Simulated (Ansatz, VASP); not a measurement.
## Cu6N in VASP and in Ansatz

The input INCAR:

```
SYSTEM = Cu6N
PREC = Accurate
ENCUT = 520
EDIFF = 1E-7
ISMEAR = 0
SIGMA = 0.1
LREAL = .False.
LASPH = .True.
NELM = 100
ALGO = Normal
ISIF = 2
LWAVE = .False.
LCHARG = .True.
LDIPOL = .True.
IDIPOL = 3
DIPOL = 0.5 0.5 0.301
GGA = PE
IVDW = 12
LELF = .True.
LVHAR = .True.
LVACPOTAV = .True.
NBANDS = 84
```

The input KPOINTS:

```
Automatic mesh
0
Gamma
  6 6 1
  0 0 0
```

The input POSCAR:

```
Cu6N
1.0
    5.0393684011      0.0000000000      0.0000000000
   -2.5196842005      4.3642210544      0.0000000000
    0.0000000000      0.0000000000     22.8221943999
Cu N
12 2
Direct
    0.3333333333      0.1666666667      0.1752679839
    0.3333333333      0.6666666667      0.1752679839
    0.8333333333      0.1666666667      0.1752679839
    0.8333333333      0.6666666667      0.1752679839
    0.1666666667      0.3333333333      0.2655783499
    0.1666666667      0.8333333333      0.2655783499
    0.6666666667      0.3333333333      0.2655783499
    0.6666666667      0.8333333333      0.2655783499
    0.0000000000      0.0000000000      0.3558901593
    0.0000000000      0.5000000000      0.3558901593
    0.5000000000      0.0000000000      0.3558901593
    0.5000000000      0.5000000000      0.3558901593
    0.2500000000      0.1666666667      0.4873411472
    0.2500000000      0.1666666667      0.5355398427
```

Input for Ansatz:

```yaml
crystal:
  lattice:
    - [5.0393684011, 0.0, 0.0]
    - [-2.5196842005, 4.3642210544, 0.0]
    - [0.0, 0.0, 22.8221943999]
  atoms:
    - { symbol: Cu, position: [0.3333333333, 0.1666666667, 0.1752679839] }
    - { symbol: Cu, position: [0.3333333333, 0.6666666667, 0.1752679839] }
    - { symbol: Cu, position: [0.8333333333, 0.1666666667, 0.1752679839] }
    - { symbol: Cu, position: [0.8333333333, 0.6666666667, 0.1752679839] }
    - { symbol: Cu, position: [0.1666666667, 0.3333333333, 0.2655783499] }
    - { symbol: Cu, position: [0.1666666667, 0.8333333333, 0.2655783499] }
    - { symbol: Cu, position: [0.6666666667, 0.3333333333, 0.2655783499] }
    - { symbol: Cu, position: [0.6666666667, 0.8333333333, 0.2655783499] }
    - { symbol: Cu, position: [0.0, 0.0, 0.3558901593] }
    - { symbol: Cu, position: [0.0, 0.5, 0.3558901593] }
    - { symbol: Cu, position: [0.5, 0.0, 0.3558901593] }
    - { symbol: Cu, position: [0.5, 0.5, 0.3558901593] }
    - { symbol: "N", position: [0.25, 0.1666666667, 0.4873411472] }
    - { symbol: "N", position: [0.25, 0.1666666667, 0.5355398427] }
basis:
  ecutwfc: 420
kpoints:
  mp_grid: { grid: [6, 6, 1] }
hamiltonian:
  xc: pbe
  dispersion: d3bj
scf:
  occupations: { method: gaussian, width: 0.1 }
output:
  forces: true
  eigenvalues: true
efield:
  axis: 3
  dipole_correction: true
  ramp_width: 0.04
```

Alike in both runs: task single point; functional PBE; dispersion D3(BJ); k mesh 6 × 6 × 1; occupations gaussian, width 0.1 eV; no spin polarisation.

|  | VASP | Ansatz |
| --- | --- | --- |
| version | VASP 6.6.1 | Ansatz 0.2.0 |
| potentials or method | VASP PAW PBE potentials, release 64 (Cu, N), cutoff 520 eV | scalar-relativistic, plane waves, PAW |
| valence electrons in the cell | 142 | 238 |

```tsv
	VASP	Ansatz	Ansatz less VASP
gap on the k mesh at the Fermi level (eV)	none	none	-
rms of the force components (eV/Å)	0.475	0.085	-0.3902
work function, face that differs most (eV)	4.79	4.82	+0.025
```

Atom by atom the forces differ by 0.391 eV/Å (rms over components). A gap of «none» marks a metal or a gap that the smearing closes. One of these differences is far larger than is usual between the two programs; its cause wasn't traced. VASP's potentials hold 142 valence electrons a cell and Ansatz's 238, so a difference there can come from the potentials and not from the codes.

Noted on VASP's run: the standard files for N, O and F lose accuracy on very short bonds.
